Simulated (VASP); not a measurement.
A run of VASP 6.6.1:

File INCAR:

```
  PREC = Accurate
  ENCUT = 520
  EDIFF = 1E-7
  ISMEAR = -1
  SIGMA = 0.05
  LREAL = F
  LASPH = T
  NELM = 150
  ALGO = Normal
  ISIF = 2
  LWAVE = F
  LCHARG = T
  ISPIN = 2
  MAGMOM = 2 0
  LORBIT = 11
  LMAXMIX = 4
  GGA = PE
  LELF = T
  LVHAR = T
  NBANDS = 18
```

Contents of KPOINTS:

```
regular mesh
0
Gamma
  11 11 11
```

Contents of POSCAR:

```
CoO
1.0
    0.0000000000      2.1595492692      2.1595492692
    2.1595492692      0.0000000000      2.1595492692
    2.1595492692      2.1595492692      0.0000000000
Co O
1 1
Direct
    0.0000000000      0.0000000000      0.0000000000
    0.5000000000      0.5000000000      0.5000000000
```

Potentials or basis: VASP PAW PBE potentials, release 64 (Co, O).

Run with:

```console
$ cat potpaw_PBE.64/Co/POTCAR potpaw_PBE.64/O/POTCAR > POTCAR
$ mpirun -np 1 vasp_std > vasp.out
```

Hardware: 1 thread of AMD EPYC 7R13, on a shared host.

Task: Estimate the wall time of this run.

Result: It took 110 s on 1 thread of AMD EPYC 7R13, with other jobs on the host, peak memory 0.14 GiB. Counts: scf iterations 17, k points 56.
